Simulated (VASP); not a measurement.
# MgO (Cm) in VASP: a series of runs

Runs on MgO. Level: PBE. Tasks: single point.

Everything below comes from runs of VASP 6.6.1. Logs are shortened: lines on timing, memory, paths and dates and some standing lists are left out, and cuts for length are marked.

## 1. The cell of the first run

It takes space group Cm (No. 8, monoclinic). Conventional cell: a = 5.875 Å, b = 5.360 Å, c = 5.088 Å, α = 90.00°, β = 90.00°, γ = 90.00°. Within 2.4 Å of Mg (site symmetry 1) lie 6 O at 1.81 to 2.16 Å. Within 3.0 Å of Mg (site symmetry 1) lie 6 O at 2.16 to 2.61 Å and 8 Mg at 2.68 to 2.94 Å. O (site symmetry m) has 4 Mg at 1.81 to 2.24 Å and 1 O at 2.34 Å within 2.4 Å. O (site symmetry m) has 6 Mg at 2.16 Å and 7 O at 2.34 to 2.94 Å within 3.0 Å. Within 3.0 Å of O (site symmetry m) lie 6 Mg at 2.16 Å and 7 O at 2.68 to 2.94 Å. O (site symmetry m) has 6 Mg at 2.16 Å and 7 O at 2.69 to 2.94 Å within 3.0 Å.

## 2. Single point, PBE (atom 5 (O) moved -0.600 Å along Cartesian [1 0 0])

The input, INCAR:

```
ALGO = Normal ; EDIFF = 1E-6
ENCUT = 520 ; GGA = PE
ISIF = 2 ; ISMEAR = 0
LASPH = T ; LCHARG = T
LELF = T ; LREAL = F
LVHAR = T ; LWAVE = F
NBANDS = 26 ; NELM = 80
PREC = Accurate ; SIGMA = 0.05
```

The input, KPOINTS:

```
k-points
0
Gamma
  6 6 6
```

The input, POSCAR:

```
MgO
1.0
    1.4688622380      2.5441440255      2.6797873418
   -1.4688622380     -2.5441440255      2.6797873418
    4.4065867139     -2.5441440255      0.0000000000
Mg O
4 4
Direct
    0.5000000000      0.5000000000      0.0000000000
    0.2500000000      0.7500000000      0.5000000000
    0.7500000000      0.2500000000      0.5000000000
    0.0000000000      0.0000000000      0.0000000000
    0.6989400721      0.8010599279      0.2312134775
    0.5000000000      1.0000000000      0.8333333333
    0.0000000000      0.5000000000      0.8333333333
    0.2500000000      0.2500000000      0.3333333333
```

Potentials or basis: VASP PAW PBE potentials, release 64 (Mg, O).

On the command line:

```sh
> cat potpaw_PBE.64/Mg/POTCAR potpaw_PBE.64/O/POTCAR > POTCAR
> mpirun -np 1 vasp_std > vasp.out
```

OUTCAR:

```text
EDIFF = 1E-6
   ENCUT = 520
   GGA = PE
   ISIF = 2
   ISMEAR = 0
   LASPH = T
   LREAL = F
   NELM = 80
   PREC = Accurate

 ion  position               nearest neighbor table
   1  0.500  0.500  0.000-   5 1.81   8 2.16   7 2.16   6 2.16   6 2.16   7 2.16   4 2.68   4 2.68
                             3 2.94   2 2.94   3 2.94   2 2.94   4 2.94   4 2.94
   2  0.250  0.750  0.500-   6 2.16   7 2.16   8 2.16   8 2.16   5 2.24   5 2.61   3 2.68   3 2.68
                             1 2.94   4 2.94   4 2.94   1 2.94   3 2.94   3 2.94
   3  0.750  0.250  0.500-   6 2.16   7 2.16   8 2.16   8 2.16   5 2.24   5 2.61   2 2.68   2 2.68
                             1 2.94   4 2.94   1 2.94   4 2.94   2 2.94   2 2.94
   4  0.000  0.000  0.000-   5 1.81   8 2.16   6 2.16   7 2.16   7 2.16   6 2.16   1 2.68   1 2.68
                             2 2.94   3 2.94   3 2.94   2 2.94   1 2.94   1 2.94
   5  0.699  0.801  0.231-   1 1.81   4 1.81   3 2.24   2 2.24   2 2.61   3 2.61
   6  0.500  0.000  0.833-   2 2.16   3 2.16   1 2.16   4 2.16   1 2.16   4 2.16
   7  0.000  0.500  0.833-   2 2.16   3 2.16   4 2.16   1 2.16   4 2.16   1 2.16
   8  0.250  0.250  0.333-   1 2.16   4 2.16   2 2.16   3 2.16   2 2.16   3 2.16

  LATTYP: Found a base centered orthorhombic cell.
 ALAT       =     5.3595746836
 B/A-ratio  =     1.0962528370
 C/A-ratio  =     0.9493828058

  Lattice vectors:

 A1 = (   1.4688622380,   2.5441440255,   2.6797873418)
 A2 = (  -1.4688622380,  -2.5441440255,   2.6797873418)
 A3 = (   4.4065867139,  -2.5441440255,   0.0000000000)

Analysis of symmetry for initial positions (statically):
=====================================================================
 Subroutine PRICEL returns:
 Original cell was already a primitive cell.

 Routine SETGRP: Setting up the symmetry group for a
 base centered orthorhombic supercell.

 Subroutine GETGRP returns: Found  2 space group operations
 (whereof  1 operations were pure point group operations)
 out of a pool of  8 trial point group operations.

The static configuration has the point symmetry C_1 .
 The point group associated with its full space group is C_1h.

Analysis of symmetry for dynamics (positions and initial velocities):
=====================================================================
 Subroutine PRICEL returns:
 Original cell was already a primitive cell.

 Routine SETGRP: Setting up the symmetry group for a
 base centered orthorhombic supercell.

 Subroutine GETGRP returns: Found  2 space group operations
 (whereof  1 operations were pure point group operations)
 out of a pool of  8 trial point group operations.

The dynamic configuration has the point symmetry C_1 .
 The point group associated with its full space group is C_1h.

 Subroutine INISYM returns: Found  2 space group operations
 (whereof  1 operations are pure point group operations),
 and found     1 'primitive' translations

----------------------------------------------------------------------------------------

                                     Primitive cell

  volume of cell :      80.1149

  direct lattice vectors                    reciprocal lattice vectors
     1.468862238  2.544144026  2.679787342     0.085099880  0.147397316  0.186581969
    -1.468862238 -2.544144026  2.679787342    -0.085099880 -0.147397316  0.186581969
     4.406586714 -2.544144026  0.000000000     0.170199760 -0.098264877  0.000000000

  length of vectors
     3.976365840  3.976365840  5.088288051     0.252548588  0.252548588  0.196529754

  position of ions in fractional coordinates (direct lattice)
     0.500000000  0.500000000  0.000000000
     0.250000000  0.750000000  0.500000000
     0.750000000  0.250000000  0.500000000
     0.000000000  0.000000000  0.000000000
     0.698940072  0.801059928  0.231213477
     0.500000000  0.000000000  0.833333333
     0.000000000  0.500000000  0.833333333
     0.250000000  0.250000000  0.333333333

  ion indices of the primitive-cell ions
   primitive index   ion index
                 1           1
                 2           2
                 3           3
                 4           4
                 5           5
                 6           6
                 7           7
                 8           8

----------------------------------------------------------------------------------------

 KPOINTS: k-points

Automatic generation of k-mesh.
 Grid dimensions read from file:
 generate k-points for:    6    6    6

 Generating k-lattice:

  Cartesian coordinates                     Fractional coordinates (reciprocal lattice)
     0.014183313  0.024566219  0.031096995     0.166666667  0.000000000  0.000000000
    -0.014183313 -0.024566219  0.031096995     0.000000000  0.166666667 -0.000000000
     0.028366627 -0.016377480  0.000000000     0.000000000  0.000000000  0.166666667

  Length of vectors
     0.042091431  0.042091431  0.032754959

  Shift w.r.t. Gamma in fractional coordinates (k-lattice)
[... 95 lines left out ...]
      1     -14.2096      2.00000
      2     -13.0056      2.00000
      3     -12.5407      2.00000
      4     -12.1218      2.00000
      5      -1.4685      2.00000
      6      -0.4367      2.00000
[... 18 lines left out ...]
     25      15.3185      0.00000
     26      16.1156      0.00000

 k-point     2 :       0.1667    0.0000    0.0000
  band No.  band energies     occupation
      1     -14.1059      2.00000
      2     -12.9699      2.00000
      3     -12.6372      2.00000
      4     -12.1607      2.00000
      5      -1.3694      2.00000
      6      -0.4669      2.00000
[... 18 lines left out ...]
     25      16.0352      0.00000
     26      16.3953      0.00000

 k-point     3 :       0.3333    0.0000    0.0000
  band No.  band energies     occupation
      1     -13.8218      2.00000
      2     -13.0309      2.00000
      3     -12.7523      2.00000
      4     -12.2620      2.00000
      5      -1.0939      2.00000
      6      -0.2397      2.00000
[... 18 lines left out ...]
     25      16.3296      0.00000
     26      16.4785      0.00000

 k-point     4 :       0.5000    0.0000    0.0000
  band No.  band energies     occupation
      1     -13.5038      2.00000
      2     -13.3252      2.00000
      3     -12.6977      2.00000
      4     -12.3373      2.00000
      5      -0.7527      2.00000
      6      -0.4548      2.00000
[... 18 lines left out ...]
     25      16.4995      0.00000
     26      16.5531      0.00000

 k-point     5 :       0.1667    0.1667    0.0000
  band No.  band energies     occupation
      1     -13.9866      2.00000
      2     -12.9001      2.00000
      3     -12.7109      2.00000
      4     -12.2844      2.00000
      5      -1.2583      2.00000
      6      -0.0948      2.00000
[... 18 lines left out ...]
     25      16.4872      0.00000
     26      16.5406      0.00000

 k-point     6 :       0.3333    0.1667   -0.0000
  band No.  band energies     occupation
      1     -13.7101      2.00000
      2     -13.0194      2.00000
      3     -12.7572      2.00000
      4     -12.3585      2.00000
      5      -0.9683      2.00000
      6      -0.3219      2.00000
[... 427 lines left out ...]
 k-point    21 :       0.3333    0.1667    0.1667
  band No.  band energies     occupation
      1     -13.6684      2.00000
      2     -12.9943      2.00000
      3     -12.8200      2.00000
      4     -12.3746      2.00000
      5      -0.8329      2.00000
      6      -0.5462      2.00000
[... 18 lines left out ...]
     25      16.6181      0.00000
     26      17.3584      0.00000

 k-point    22 :      -0.3333   -0.1667    0.1667
  band No.  band energies     occupation
      1     -13.6606      2.00000
      2     -13.0532      2.00000
      3     -12.7536      2.00000
      4     -12.3897      2.00000
      5      -0.8505      2.00000
      6      -0.5604      2.00000
[... 18 lines left out ...]
     25      16.6497      0.00000
     26      17.0938      0.00000

 k-point    23 :       0.5000    0.1667    0.1667
  band No.  band energies     occupation
      1     -13.4355      2.00000
      2     -13.2577      2.00000
      3     -12.7775      2.00000
      4     -12.3417      2.00000
      5      -1.0571      2.00000
      6      -0.5251      2.00000
[... 18 lines left out ...]
     25      15.9477      0.00000
     26      17.2722      0.00000

 k-point    24 :       0.5000   -0.1667    0.1667
  band No.  band energies     occupation
      1     -13.4217      2.00000
      2     -13.2631      2.00000
      3     -12.8105      2.00000
      4     -12.3158      2.00000
      5      -0.9442      2.00000
      6      -0.7060      2.00000
[... 18 lines left out ...]
     25      16.3032      0.00000
     26      17.1585      0.00000

 [... further k-points ...]
[... 5 lines left out ...]
  --------------------------------------------------------------------------------------
  -------------------------------------------------------------------------------------
  Total        4.6202796      2.4035655      3.1633891     -0.6584763      0.0000000      0.0000000
  in kB       92.3986800     48.0677135     63.2630489    -13.1685402      0.0000000      0.0000000
  external PRESSURE =      67.9098141 kB  Pullay stress =       0.0000000 kB

 VOLUME and BASIS-vectors are now :
 -----------------------------------------------------------------------------
  energy-cutoff  :      520.00
  volume of cell :       80.11
      direct lattice vectors                 reciprocal lattice vectors
     1.468862238  2.544144026  2.679787342     0.085099880  0.147397316  0.186581969
    -1.468862238 -2.544144026  2.679787342    -0.085099880 -0.147397316  0.186581969
     4.406586714 -2.544144026  0.000000000     0.170199760 -0.098264877  0.000000000

 POSITION                                       TOTAL-FORCE (eV/Angst)
 -----------------------------------------------------------------------------------
      0.00000      0.00000      2.67979        -1.271757      1.063279     -1.470910
      1.46886     -2.54414      2.67979        -0.087360      0.233819      0.489677
      2.93772      0.00000      2.67979        -0.087360      0.233819     -0.489677
      0.00000      0.00000      0.00000        -1.271757      1.063279      1.470910
      0.86886     -0.84805      4.01968         6.002882     -2.725303     -0.000000
      4.40659     -0.84805      1.33989        -2.455219      0.587702     -0.000000
      2.93772     -3.39219      1.33989        -0.983087      0.562374     -0.000000
      1.46886     -0.84805      1.33989         0.153658     -1.018967     -0.000000
 -----------------------------------------------------------------------------------
    total drift:                               -0.000130      0.000159     -0.000000

  FREE ENERGIE OF THE ION-ELECTRON SYSTEM (eV)
  ---------------------------------------------------
  free  energy   TOTEN  =       -43.2910713829 eV

  energy  without entropy=      -43.2910713829  energy(sigma->0) =      -43.29107138
```

It took 3.1 min on 1 thread of Intel Xeon 8259CL, shared host; peak memory 0.25 GiB.

Results:

- Free energy: -43.2911 eV
- Pressure: 6.8 GPa
- Largest force: 6.593 eV/Å
- Band gap on the k mesh: 2.26 eV (least direct gap 2.55 eV)

Forces in eV/Å, atoms in the order of the input:
```
Mg  -1.272  1.063 -1.471
Mg  -0.087  0.234  0.490
Mg  -0.087  0.234 -0.490
Mg  -1.272  1.063  1.471
O    6.003 -2.725  0.000
O   -2.455  0.588  0.000
O   -0.983  0.562  0.000
O    0.154 -1.019  0.000
```

Stress tensor (GPa, compression positive):
```
 9.24 -1.32  0.00
-1.32  4.81  0.00
 0.00  0.00  6.33
```

Levels at points of the mesh, in eV from the valence-band top:
```
           k point  band 13  band 14  band 15  band 16  band 17  band 18  band 19  band 20
(0.00, 0.00, 0.00)    -1.29    -0.95    -0.45    -0.29     2.26     5.56     6.02     6.28
(0.50, 0.00, 0.00)    -2.13    -1.91    -1.27    -0.42     5.07     5.69     6.74     7.65
(0.50, 0.50, 0.00)    -1.03    -0.53    -0.32     0.00     5.55     5.66     7.05     8.29
(0.00, 0.00, 0.50)    -1.29    -1.28    -0.52    -0.49     4.30     4.91     5.26     5.63
(0.50, 0.00, 0.50)    -2.02    -1.74    -1.07    -0.61     5.14     5.79     6.68     7.69
(0.50, 0.50, 0.50)    -0.99    -0.95    -0.43    -0.32     4.96     6.27     7.04     7.96
```

Caveat: the cell differs from its parent crystal (atom 5 (O) moved -0.600 Å along Cartesian [1 0 0]); the cell stands under pressure; forces of over 1 eV/Å act on the atoms, so gaps and moduli don't describe the material at rest. A k mesh can miss the band edges.

## 3. Single point, PBE (atom 5 (O) moved +0.400 Å along Cartesian [1 0 0])

The input, INCAR:

```
SYSTEM = MgO
PREC = Accurate
ENCUT = 520
EDIFF = 1E-6
ISMEAR = 0
SIGMA = 0.05
LREAL = .False.
LASPH = .True.
NELM = 100
ALGO = Normal
ISIF = 2
LWAVE = .False.
LCHARG = .False.
GGA = PE
NBANDS = 26
```

The input, KPOINTS:

```
Automatic mesh
0
Gamma
  6 6 6
  0 0 0
```

Changes to POSCAR since step 2:

```diff
@@ -12,3 +12,3 @@
     0.0000000000      0.0000000000      0.0000000000
-    0.6989400721      0.8010599279      0.2312134775
+    0.7840399519      0.7159600481      0.4014132372
     0.5000000000      1.0000000000      0.8333333333
```

Potentials or basis: VASP PAW PBE potentials, release 64 (Mg, O).

On the command line:

```sh
> cat potpaw_PBE.64/Mg/POTCAR potpaw_PBE.64/O/POTCAR > POTCAR
> mpirun -np 1 vasp_std > vasp.out
```

It took 3.5 min on 1 thread of Intel Xeon 8259CL, shared host; peak memory 0.25 GiB.

Results (log left out):

* Free energy: -44.2445 eV
* Pressure: 2.6 GPa
* Largest force: 3.756 eV/Å
* Band gap on the k mesh: 2.71 eV (least direct gap 2.90 eV)

Forces in eV/Å, atoms in the order of the input:
```
Mg  -0.233  0.252 -0.241
Mg   1.042  0.309  0.495
Mg   1.042  0.309 -0.495
Mg  -0.233  0.252  0.241
O   -3.593 -1.095  0.000
O    0.755 -0.446  0.000
O    1.365 -0.337  0.000
O   -0.145  0.755  0.000
```

Stress tensor (GPa, compression positive):
```
4.15 0.54 0.00
0.54 1.64 0.00
0.00 0.00 1.92
```

Levels at points of the mesh, in eV from the valence-band top:
```tsv
k point	band 12	band 13	band 14	band 15	band 16	band 17	band 18	band 19	band 20	band 21
(0.00, 0.00, 0.00)	-1.36	-0.71	-0.68	-0.43	-0.19	2.71	6.11	6.64	6.73	9.74
(0.50, 0.00, 0.00)	-2.03	-1.96	-1.89	-0.93	-0.39	5.69	6.06	7.47	7.86	9.95
(0.50, 0.50, 0.00)	-1.01	-0.51	-0.23	-0.11	0.00	5.53	6.52	7.61	7.94	9.00
(0.00, 0.00, 0.50)	-1.05	-0.91	-0.69	-0.65	-0.28	4.88	5.50	5.61	6.09	9.89
(0.50, 0.00, 0.50)	-2.23	-1.59	-1.50	-1.07	-0.71	5.81	6.30	7.47	7.64	9.83
(0.50, 0.50, 0.50)	-1.17	-0.83	-0.48	-0.47	-0.11	5.89	6.46	6.52	8.05	9.21
```

Caveat: the cell differs from its parent crystal (atom 5 (O) moved +0.400 Å along Cartesian [1 0 0]); forces of over 1 eV/Å act on the atoms, so gaps and moduli don't describe the material at rest. A k mesh can miss the band edges.

## 4. Single point, PBE (atom 5 (O) moved +0.600 Å along Cartesian [1 0 0])

The input, INCAR:

```
SYSTEM = MgO
PREC = Accurate
ENCUT = 520
EDIFF = 1E-6
ISMEAR = 0
SIGMA = 0.05
LREAL = .FALSE.
LASPH = .TRUE.
NELM = 100
ALGO = Normal
ISIF = 2
LWAVE = .FALSE.
LCHARG = .FALSE.
GGA = PE
NBANDS = 26
```

The input, KPOINTS:

```
Automatic mesh
0
G
  6 6 6
  0 0 0
```

Changes to POSCAR since step 3:

```diff
@@ -12,3 +12,3 @@
     0.0000000000      0.0000000000      0.0000000000
-    0.7840399519      0.7159600481      0.4014132372
+    0.8010599279      0.6989400721      0.4354531891
     0.5000000000      1.0000000000      0.8333333333
```

On the command line:

```sh
> cat potpaw_PBE.64/Mg/POTCAR potpaw_PBE.64/O/POTCAR > POTCAR
> mpirun -np 1 vasp_std > vasp.out
```

It took 2.1 min on 1 thread of Intel Xeon 8259CL, shared host; peak memory 0.25 GiB.

The run converged. Its results:

| Quantity | Value |
| --- | --- |
| Free energy | -43.2937 eV |
| Pressure | 6.8 GPa |
| Largest force | 6.508 eV/Å |
| Band gap on the k mesh | 2.26 eV (least direct gap 2.57 eV) |

Forces on the atoms (eV/Å):
```
Mg  -0.503  0.438 -0.408
Mg   1.846  0.866  1.383
Mg   1.846  0.866 -1.383
Mg  -0.503  0.438  0.408
O   -5.985 -2.556  0.000
O    0.963 -0.650  0.000
O    2.459 -0.487  0.000
O   -0.124  1.085  0.000
```

Stress tensor (GPa, compression positive):
```
9.27 1.45 0.00
1.45 4.79 0.00
0.00 0.00 6.35
```

Levels at points of the mesh, in eV from the valence-band top:
```csv
k point,band 14,band 15,band 16,band 17,band 18,band 19
"(0.00, 0.00, 0.00)",-0.88,-0.39,-0.30,2.26,5.80,6.44
"(0.50, 0.00, 0.00)",-2.05,-1.17,-0.22,4.90,5.44,7.41
"(0.50, 0.50, 0.00)",-0.44,-0.30,0.00,5.22,5.67,6.80
"(0.00, 0.00, 0.50)",-1.12,-0.65,-0.46,4.32,5.32,5.33
"(0.50, 0.00, 0.50)",-1.76,-1.12,-0.53,5.00,5.64,7.44
"(0.50, 0.50, 0.50)",-1.00,-0.56,-0.30,5.28,5.97,5.98
```

Caveat: the cell differs from its parent crystal (atom 5 (O) moved +0.600 Å along Cartesian [1 0 0]); the cell stands under pressure; forces of over 1 eV/Å act on the atoms, so gaps and moduli don't describe the material at rest. A k mesh can miss the band edges.

## 5. Summary

| cell | gap on the mesh (eV) | pressure (GPa) | largest force (eV/Å) |
| --- | --- | --- | --- |
| as given, atomic positions A | 2.26 | 6.8 | 6.59 |
| as given, atomic positions B | 2.71 | 2.6 | 3.76 |
| as given, atomic positions C | 2.26 | 6.8 | 6.51 |

Alike in all rows: task single point; level PBE; potentials or basis VASP PAW PBE potentials, release 64 (Mg, O); no spin polarisation; k mesh 6 × 6 × 6; cutoff (eV) 520; smearing gaussian 0.05 eV.

Caveats: forces of over 1 eV/Å act on the atoms, so gaps and moduli don't describe the material at rest; the cell stands under pressure (at least some runs).

Absolute energies hang on the potentials; compare differences alone.
